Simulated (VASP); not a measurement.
Crystal: NiO.

```xyz
2
Lattice="0.0000 2.0893 2.0893 2.0893 0.0000 2.0893 2.0893 2.0893 0.0000" Properties=species:S:1:pos:R:3 pbc="T T T"
O     2.0893    2.0893    2.0893
Ni    0.0000    0.0000    0.0000
```

Base run:

* Program: VASP 6.6.1
* Functional: PBE
* Potentials or basis: VASP PAW PBE potentials, release 64 (O, Ni)
* Cutoff: 520 eV
* k mesh: 8 × 8 × 8
* Occupations: fermi-dirac, width 0.03 eV
* Spin: no spin polarisation

Its results: band gap on the k mesh zero (band 8 reaches 9.12 eV, above the bottom of band 9 at 6.31 eV); pressure -2.0 GPa.

Problem. The run is repeated on the same cell with these changes: k mesh from 8 × 8 × 8 to 4 × 4 × 4. What comes out?

Solution. Band gap on the k mesh zero (band 8 reaches 9.13 eV, above the bottom of band 9 at 6.32 eV); pressure 0.7 GPa.

Caveats: some runs use coarse meshes; the run has no spin polarisation, though such a crystal can be magnetic; semilocal functionals often make such compounds metallic where correlation or magnetic order opens a gap, which also shifts bond lengths.
